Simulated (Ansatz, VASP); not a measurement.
## In2SbSe3 in VASP and in Ansatz

```
CELL_PARAMETERS angstrom
3.86751 2.23291 3.42042
-3.86751 2.23291 3.42042
0.00000 -4.46582 3.42042
ATOMIC_POSITIONS crystal
In 0.84953 0.84953 0.84953
In 0.15047 0.15047 0.15047
Sb 0.50000 0.50000 0.50000
Se 0.50000 0.00000 0.50000
Se 0.50000 0.50000 0.00000
Se 0.00000 0.50000 0.50000
```

Change from the starting cell: species swapped into the Sm2GeRh3 type (R-3m, No. 166).

Alike in both runs: functional PBE; k mesh 6 × 6 × 6; occupations gaussian, width 0.1 eV; no spin polarisation.

Ansatz relaxed the structure, and its values are those at the end. VASP's run is a single point on that final structure, the one shown.

```csv
,VASP,Ansatz
version,VASP 6.6.1,Ansatz 0.2.0
potentials or method,"VASP PAW PBE potentials, release 64 (In_d, Sb, Se), cutoff 520 eV","scalar-relativistic, plane waves, PAW"
valence electrons in the cell,49,89
```

|  | VASP | Ansatz | Ansatz less VASP |
| --- | --- | --- | --- |
| gap on the k mesh at the Fermi level (eV) | none | none | - |
| pressure (GPa) | 0.0 | 0.0 | +0.03 |

A gap of «none» marks a metal or a gap that the smearing closes. The functional is the same, so the differences come from potentials, cutoffs and numerics. VASP's potentials hold 49 valence electrons a cell and Ansatz's 89, so a difference there can come from the potentials and not from the codes.

Neither program's run includes spin-orbit coupling.
